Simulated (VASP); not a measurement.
Write the native input for VASP 6.6.1 that does the following.

| Property | Result |
| --- | --- |
| Task | single point |
| Functional | PBE0 |
| Potentials or basis | VASP PAW PBE potentials, release 64 (Ta_pv, N) |
| Cutoff | 520 eV |
| k mesh | 6 × 6 × 6 |
| Occupations | fermi-dirac, width 0.05 eV |
| Spin | no spin polarisation |
| Dipole correction | no |
| Grid for exact exchange (PRECFOCK) | Normal |
| Further INCAR settings | ALGO = Normal; EDIFF = 1e-06; NBANDS = 15 |
| Share of exact exchange | 0.25 |

TaN:

```
Ta N
1.0
     2.95746    0.00000    0.00000
    -1.47873    2.56123    0.00000
     0.00000    0.00000    2.90209
Ta N
1 1
Direct
  0.00000 0.00000 0.50000
  0.66667 0.33333 0.00000
```

The input as run:

POSCAR

```
TaN
1.0
    2.9574575207      0.0000000000      0.0000000000
   -1.4787287603      2.5612333435      0.0000000000
    0.0000000000      0.0000000000      2.9020932717
Ta N
1 1
Direct
    0.0000000000      0.0000000000      0.5000000000
    0.6666666667      0.3333333333      0.0000000000
```

INCAR.step1

```
SYSTEM = TaN
PREC = Accurate
ENCUT = 520
EDIFF = 1E-5
ISMEAR = -1
SIGMA = 0.05
LREAL = .False.
LASPH = .True.
NELM = 60
ALGO = Normal
ISIF = 2
LWAVE = .True.
LCHARG = .False.
NBANDS = 15
GGA = PE
```

INCAR.step2

```
SYSTEM = TaN
PREC = Accurate
ENCUT = 520
EDIFF = 1E-6
ISMEAR = -1
SIGMA = 0.05
LREAL = .False.
LASPH = .True.
NELM = 60
ALGO = Normal
ISIF = 2
LWAVE = .False.
LCHARG = .False.
GGA = PE
LHFCALC = .True.
AEXX = 0.25
PRECFOCK = Normal
NBANDS = 15
ISTART = 1
```

KPOINTS

```
regular mesh
0
Gamma
  6 6 6
  0 0 0
```

Potentials or basis: VASP PAW PBE potentials, release 64 (Ta_pv, N).

Command:

```console
$ cat potpaw_PBE.64/Ta_pv/POTCAR potpaw_PBE.64/N/POTCAR > POTCAR
$ cp INCAR.step1 INCAR
$ mpirun -np 1 vasp_std > vasp.out
$ cp INCAR.step2 INCAR
$ mpirun -np 1 vasp_std > vasp.out
```

It gave:

- Pressure: -10.8 GPa
- Band gap on the k mesh: zero (bands 8 and 9 overlap by 0.82 eV)

Caveat: the k points lie up to 0.41 Å⁻¹ apart, too coarse for converged energies and pressures of a metal; the PAW data sets were made with another functional, which shifts forces and pressure a little; spin-orbit coupling is left out, which moves the levels of the heavy elements.

Wall time 16 min on 1 thread of Intel(R) Xeon(R) 6975P-C (Granite Rapids), on a shared host, peak memory 0.16 GiB.
